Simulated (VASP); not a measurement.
# Zn (P6_3/mmc) in VASP: further runs

Runs on Zn. Level: PBEsol. Tasks: single point.

Program: VASP 6.6.1. These are calculated values, not measurements. Logs are shortened: lines on timing, memory, paths and dates and some standing lists are left out, and cuts for length are marked.

**1. The cell of the first run**

It takes space group P6_3/mmc (No. 194, hexagonal). The conventional cell has a = 2.585 Å, b = 2.585 Å, c = 4.798 Å, α = 90.00°, β = 90.00°, γ = 120.00°. Within 3.4 Å of Zn (site symmetry -6m2) lie 12 Zn at 2.58 to 2.83 Å.

**2. Single point, PBEsol (strain -0.030 along x and y, -0.030 along z)**

INCAR reads:

```
ALGO = Fast
EDIFF = 1E-6
ENCUT = 520
GGA = PS
ISIF = 2
ISMEAR = 0
LASPH = True
LCHARG = False
LREAL = False
LWAVE = False
NBANDS = 19
NELM = 80
PREC = Accurate
SIGMA = 0.15
```

KPOINTS reads:

```
k-points
0
Gamma
  24 24 10
```

POSCAR reads:

```
Zn
1.0
    2.5848541116      0.0000000000      0.0000000000
   -1.2924270558      2.2385493257      0.0000000000
    0.0000000000      0.0000000000      4.7982990000
Zn
2
Direct
    0.3333333333      0.6666666667      0.2500000000
    0.6666666667      0.3333333333      0.7500000000
```

Potentials or basis: VASP PAW PBE potentials, release 64 (Zn).

Launch:

```bash
> cat potpaw_PBE.64/Zn/POTCAR > POTCAR
> mpirun -np 1 vasp_std > vasp.out
```

OUTCAR:

```text
EDIFF = 1E-6
   ENCUT = 520
   GGA = PS
   ISIF = 2
   ISMEAR = 0
   LASPH = True
   LREAL = False
   NELM = 80
   PREC = Accurate

 ion  position               nearest neighbor table
   1  0.333  0.667  0.250-   2 2.83   2 2.83   2 2.83   2 2.83   2 2.83   2 2.83
   2  0.667  0.333  0.750-   1 2.83   1 2.83   1 2.83   1 2.83   1 2.83   1 2.83

  LATTYP: Found a hexagonal cell.
 ALAT       =     2.5848541116
 C/A-ratio  =     1.8563132745

  Lattice vectors:

 A1 = (   2.5848541116,   0.0000000000,   0.0000000000)
 A2 = (  -1.2924270558,   2.2385493257,   0.0000000000)
 A3 = (   0.0000000000,   0.0000000000,   4.7982990000)

Analysis of symmetry for initial positions (statically):
=====================================================================
 Subroutine PRICEL returns:
 Original cell was already a primitive cell.

 Routine SETGRP: Setting up the symmetry group for a
 hexagonal supercell.

 Subroutine GETGRP returns: Found 24 space group operations
 (whereof 12 operations were pure point group operations)
 out of a pool of 24 trial point group operations.

The static configuration has the point symmetry D_3d.
 The point group associated with its full space group is D_6h.

Analysis of symmetry for dynamics (positions and initial velocities):
=====================================================================
 Subroutine PRICEL returns:
 Original cell was already a primitive cell.

 Routine SETGRP: Setting up the symmetry group for a
 hexagonal supercell.

 Subroutine GETGRP returns: Found 24 space group operations
 (whereof 12 operations were pure point group operations)
 out of a pool of 24 trial point group operations.

The dynamic configuration has the point symmetry D_3d.
 The point group associated with its full space group is D_6h.

 Subroutine INISYM returns: Found 24 space group operations
 (whereof 12 operations are pure point group operations),
 and found     1 'primitive' translations

----------------------------------------------------------------------------------------

                                     Primitive cell

  volume of cell :      27.7645

  direct lattice vectors                    reciprocal lattice vectors
     2.584854112  0.000000000  0.000000000     0.386869029  0.223358938  0.000000000
    -1.292427056  2.238549326  0.000000000     0.000000000  0.446717876  0.000000000
     0.000000000  0.000000000  4.798299000     0.000000000  0.000000000  0.208407188

[... 82 lines left out ...]
   NELM   =     80;   NELMIN=  2; NELMDL= -5     # of ELM steps
   EDIFF  = 0.1E-05   stopping-criterion for ELM
   LREAL  =      F    real-space projection
   EDIFFG = 0.1E-04   stopping-criterion for IOM
   NSW    =      0    number of steps for IOM
   IBRION =     -1    ionic relax: 0-MD 1-quasi-New 2-CG
   NFREE  =      0    steps in history (QN), initial steepest desc. (CG)
   ISIF   =      2    stress and relaxation
   ISYM   =      2    0-nonsym 1-usesym 2-fastsym
   POTIM  = 0.5000    time-step for ionic-motion
   TEBEG  =    0.0;   TEEND  =   0.0 temperature during run
   PSTRESS=    0.0 pullay stress
   NELECT =      24.0000    total number of electrons
   NUPDOWN=      -1.0000    fix difference up-down
   EMIN   =  10.00;   EMAX   =-10.00  energy-range for DOS
   EFERMI =   0.00;   METHOD = LEGACY
   ISMEAR =     0;   SIGMA  =   0.15  broadening in eV -4-tet -1-fermi 0-gaus
   EFERMI_NEDOS =   21; number of points for ismear=-14 and -15
   IALGO  =     68    algorithm
   IMIX   =      4    mixing-type and parameters
     AMIX     =   0.40;   BMIX     =  1.00
     AMIX_MAG =   1.60;   BMIX_MAG =  1.00
  volume/ion in A,a.u.               =      13.88        93.68
  Fermi-wavevector in a.u.,A,eV,Ry     =   1.559488  2.947004 33.089387  2.432001
  Thomas-Fermi vector in A             =   2.662839
   LORBIT       =      0    0 simple, 1 ext, 2 COOP (PROOUT), +10 PAW based schemes
   GGA     = PS    functional components
   LHFCALC =     F    Hartree Fock is set to
   AEXX    =    0.0000 exact exchange contribution
   IVDW    =     0    specifies the selected vdW correction
   LEPSILON=     F    determine dielectric tensor
   LRPA    =     F    only Hartree local field effects (RPA)
 non-spin polarized calculation
 RMM-DIIS sequential band-by-band and
 Gauss-broadening in eV      SIGMA  =   0.15
  energy-cutoff  :      520.00
  volume of cell :       27.76
 maximum number of plane-waves:       768
 NGX is ok and might be reduce to    20
   NGX =  9   NGY =  9   NGZ = 17

 number of electron      24.0000011 magnetization

 Free energy of the ion-electron system (eV)
  ---------------------------------------------------
  ext. energy  EPLUGINS =         0.00000000
  ---------------------------------------------------
  free energy    TOTEN  =        -3.16651321 eV

  energy without entropy =       -3.16307757  energy(sigma->0) =       -3.16479539

 E-fermi :   3.6193     XC(G=0): -12.1887

 val. band max:        3.5930090216   @ k =   0.3750   0.0833   0.0000
 cond. band min:       3.6561138921   @ k =   0.3750   0.0417   0.0000
 fundamental gap:      0.0631048705
 Fermi energy:         3.6192817548

 k-point     1 :       0.0000    0.0000    0.0000
  band No.  band energies     occupation
      1      -7.5549      2.00000
      2      -5.4222      2.00000
      3      -4.5647      2.00000
      4      -4.2920      2.00000
      5      -4.2920      2.00000
      6      -4.2314      2.00000
[... 505 lines left out ...]
      6      -4.1231      2.00000
[... 11 lines left out ...]
     18      19.5151      0.00000
     19      19.6349      0.00000

 [... further k-points ...]

------------------------ aborting loop because EDIFF is reached ----------------------------------------

  FORCE on cell =-STRESS in cart. coord.  units (eV):
  Direction    XX          YY          ZZ          XY          YZ          ZX
  --------------------------------------------------------------------------------------
  -------------------------------------------------------------------------------------
  Total        0.5629793      0.5629793      0.5501091      0.0000000      0.0000000      0.0000000
  in kB       32.4872512     32.4872512     31.7445668      0.0000000      0.0000000      0.0000000
  external PRESSURE =      32.2396897 kB  Pullay stress =       0.0000000 kB

 VOLUME and BASIS-vectors are now :
 -----------------------------------------------------------------------------
  energy-cutoff  :      520.00
  volume of cell :       27.76
      direct lattice vectors                 reciprocal lattice vectors
     2.584854112  0.000000000  0.000000000     0.386869029  0.223358938  0.000000000
    -1.292427056  2.238549326  0.000000000     0.000000000  0.446717876  0.000000000
     0.000000000  0.000000000  4.798299000     0.000000000  0.000000000  0.208407188

 POSITION                                       TOTAL-FORCE (eV/Angst)
 -----------------------------------------------------------------------------------
     -0.00000      1.49237      1.19957         0.000000      0.000000      0.000000
      1.29243      0.74618      3.59872        -0.000000      0.000000      0.000000
 -----------------------------------------------------------------------------------
    total drift:                               -0.000000      0.000000      0.000000

  FREE ENERGIE OF THE ION-ELECTRON SYSTEM (eV)
  ---------------------------------------------------
  free  energy   TOTEN  =        -3.1665132053 eV

  energy  without entropy=       -3.1630775675  energy(sigma->0) =       -3.16479539
```

It took 1.9 min on 1 thread of Intel Xeon Platinum 8488C (Sapphire Rapids), shared host; peak memory 0.26 GiB.

Results:

| Item | Value |
| --- | --- |
| Free energy | -3.1665 eV |
| Pressure | 3.2 GPa |
| Band gap on the k mesh | zero (bands 12 and 13 overlap by 4.43 eV) |

Levels at points of the mesh, in eV from the Fermi level:
```
           k point  band 8  band 9  band 10  band 11  band 12  band 13  band 14  band 15  band 16  band 17
(0.00, 0.00, 0.00)   -7.46   -7.46    -7.21    -7.21    -4.13    -2.96    14.45    18.21    18.63    18.63
(0.50, 0.00, 0.00)   -7.23   -7.01    -6.98    -3.15    -2.23     2.85     3.62     4.66     5.92    10.70
(0.00, 0.00, 0.50)   -7.90   -7.31    -7.31    -7.31    -7.31     4.88     4.88    20.04    20.04    20.04
(0.50, 0.00, 0.50)   -7.25   -6.99    -6.99    -2.17    -2.17     0.33     0.33    10.73    10.73    12.67
```

Caveat: the cell differs from its parent crystal (strain -0.030 along x and y, -0.030 along z); the cell stands under pressure; the PAW data sets were made with another functional, which shifts forces and pressure a little.

**3. Single point, PBEsol (strain -0.030 along x and y, -0.015 along z)**

INCAR reads:

```
  ALGO = Fast
  EDIFF = 1E-6
  ENCUT = 520
  GGA = PS
  ISIF = 2
  ISMEAR = 0
  LASPH = T
  LCHARG = F
  LREAL = F
  LWAVE = F
  NBANDS = 19
  NELM = 100
  PREC = Accurate
  SIGMA = 0.15
```

KPOINTS is that of step 2.

Edit POSCAR of step 2 so:

```diff
@@ -4,3 +4,3 @@
    -1.2924270558      2.2385493257      0.0000000000
-    0.0000000000      0.0000000000      4.7982990000
+    0.0000000000      0.0000000000      4.8724995000
 Zn
```

Potentials or basis: VASP PAW PBE potentials, release 64 (Zn).

Launch:

```bash
> cat potpaw_PBE.64/Zn/POTCAR > POTCAR
> mpirun -np 1 vasp_std > vasp.out
```

Wall time 1.7 min (1 thread of Intel Xeon Platinum 8488C (Sapphire Rapids), shared host); peak memory 0.26 GiB.

The run converged. Its results:

```
Free energy            : -3.1711 eV
Pressure               : 2.0 GPa
Band gap on the k mesh : zero (bands 12 and 13 overlap by 4.67 eV)
```

Stress tensor (GPa, compression positive):
```
2.38 0.00 0.00
0.00 2.38 0.00
0.00 0.00 1.34
```

Levels at points of the mesh, in eV from the Fermi level:
```csv
k point,band 10,band 11,band 12,band 13,band 14,band 15
"(0.00, 0.00, 0.00)",-7.12,-7.12,-4.05,-3.08,13.84,17.68
"(0.50, 0.00, 0.00)",-6.88,-2.97,-2.07,2.78,3.68,4.55
"(0.00, 0.00, 0.50)",-7.21,-7.21,-7.21,4.59,4.59,20.18
"(0.50, 0.00, 0.50)",-6.89,-2.02,-2.02,0.42,0.42,10.49
```

Caveat: the cell differs from its parent crystal (strain -0.030 along x and y, -0.015 along z); the PAW data sets were made with another functional, which shifts forces and pressure a little.
